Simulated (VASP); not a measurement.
The system is Sn.

```
Sn
1.0
     3.11679    0.00000    0.00000
     0.00000    3.11679    0.00000
     0.00000    0.00000    3.11679
Sn
1
Direct
  0.00000 0.00000 0.00000
```

* Program: VASP 6.6.1
* Task: relaxation of cell and atoms
* Functional: r2SCAN
* Potentials or basis: VASP PAW PBE potentials, release 64 (Sn_d)
* Cutoff: 600 eV
* k mesh: 10 × 10 × 10
* Occupations: fermi-dirac, width 0.1 eV
* Spin: no spin polarisation

At the start: pressure -2.9 GPa; volume 30.28 Å³/atom.

**Question.** How do energy, volume and symmetry change on relaxing?

**Answer.** Over 3 steps the energy falls by 17.8 meV/atom and the volume is 28.44 Å³/atom (-6.1 %); space group Pm-3m (No. 221, to 0.05 Å).

The path:
| step | energy change (eV) | largest force (eV/Å) | pressure (GPa) | volume (Å³) |
| --- | --- | --- | --- | --- |
| 1 | 0.0000 | 0.0000 | -2.93 | 30.28 |
| 2 | -0.0161 | 0.0000 | 1.06 | 27.92 |
| 3 | -0.0178 | 0.0000 | 0.03 | 28.44 |

Final structure:
```
CELL_PARAMETERS angstrom
3.05237 0.00000 0.00000
0.00000 3.05237 0.00000
0.00000 0.00000 3.05237
ATOMIC_POSITIONS crystal
Sn 0.00000 0.00000 0.00000
```

Caveat: the PAW data sets were made with another functional, which shifts forces and pressure a little.
